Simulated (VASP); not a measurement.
# CdS: electric field gradients with PBE

The system is CdS.

```
Cd S
1.0
     4.13480   -0.04135   -0.04135
    -2.10321    3.60152   -0.01513
    -0.06749   -0.06749    6.74900
Cd S
2 2
Direct
  0.33333 0.66667 0.00000
  0.66667 0.33333 0.50000
  0.33333 0.66667 0.38500
  0.66667 0.33333 0.88500
```

This cell differs from its parent crystal: equal xy, yz and zx shear strains of -2 %.

```
Program                : VASP 6.6.1
Task                   : electric field gradients
Functional             : PBE
Potentials or basis    : VASP PAW PBE potentials, release 64 (Cd, S)
Cutoff                 : 520 eV
k mesh                 : 7 × 7 × 4
Occupations            : fermi-dirac, width 0.01 eV
Spin                   : no spin polarisation
Dipole correction      : no
Further INCAR settings : ALGO = Normal; EDIFF = 1e-08; NBANDS = 26
```

```yaml
Pressure: 2.9 GPa
Largest_force: 0.392 eV/Å
Band_gap_on_the_k_mesh: 1.18 eV, direct
```

Forces in eV/Å, atoms in the order of the input:
```
Cd   0.234  0.097  0.276
Cd  -0.047  0.089  0.270
S    0.072 -0.089 -0.268
S   -0.259 -0.097 -0.278
```

Stress tensor (GPa, compression positive):
```
3.73 0.88 0.48
0.88 3.70 0.48
0.48 0.48 1.36
```

Levels at points of the mesh, in eV from the valence-band top:
```
           k point  band 14  band 15  band 16  band 17  band 18  band 19  band 20  band 21  band 22  band 23
(0.00, 0.00, 0.00)    -0.77    -0.72    -0.11    -0.08     0.00     1.18     2.68     6.36     6.53     6.72
(0.00, 0.00, 0.50)    -2.44    -0.46    -0.43    -0.38    -0.36     2.77     2.78     6.08     6.09     6.64
```

Electric field gradients, principal values (V/Å²):
```csv
atom,least,middle,greatest (by size)
1 Cd,-2.810,-33.694,36.504
2 Cd,-11.424,-24.945,36.369
3 S,2.779,6.791,-9.571
4 S,2.368,5.616,-7.984
```

It took 100 s on 1 thread of Intel(R) Xeon(R) 6975P-C (Granite Rapids), on a shared host, peak memory 0.36 GiB.

Caveat: the cell differs from its parent crystal (equal xy, yz and zx shear strains of -2 %); without QUAD_EFG the Cq values of the log hold for a quadrupole moment of 1 mb, not for the nuclei.
